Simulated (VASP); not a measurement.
Wanted: the native input for a VASP 6.6.1 run.

```yaml
Task: single point
Functional: PBE
Potentials_or_basis: VASP PAW PBE potentials, release 64 (Zr_sv)
Cutoff: 520 eV
k_mesh: 11 × 11 × 6
Occupations: fermi-dirac, width 0.03 eV
Spin: no spin polarisation
Dipole_correction: no
Further_INCAR_settings: ALGO = Normal; EDIFF = 1e-06; NBANDS = 19
```

The structure of Zr lies in POSCAR:

```
Zr
1.0
    3.2318821451      0.0000000000      0.0000000000
   -1.6159410725      2.7988920397      0.0000000000
    0.0000000000      0.0000000000      5.1741041053
Zr
2
Direct
    0.3333333333      0.6666666667      0.2500000000
    0.6666666667      0.3333333333      0.7500000000
```

One way to write it, as run:

INCAR

```
SYSTEM = Zr
PREC = Accurate ; ENCUT = 520
EDIFF = 1E-6 ; ISMEAR = -1
SIGMA = 0.03 ; LREAL = .False.
LASPH = .True. ; NELM = 80
ALGO = Normal ; ISIF = 2
LWAVE = .False. ; LCHARG = .False.
GGA = PE ; NBANDS = 19
```

KPOINTS

```
regular mesh
0
Gamma
  11 11 6
  0 0 0
```

Potentials or basis: VASP PAW PBE potentials, release 64 (Zr_sv).

The run is started by

```bash
$ cat potpaw_PBE.64/Zr_sv/POTCAR > POTCAR
$ mpirun -np 1 vasp_std > vasp.out
```

Results of the run:

| Item | Value |
| --- | --- |
| Pressure | -0.1 GPa |
| Band gap on the k mesh | zero (band 12 reaches 9.81 eV, above the bottom of band 13 at 8.78 eV) |

Run time: 98 s on 1 thread of AMD EPYC 7R13, on a shared host, peak memory 0.15 GiB.
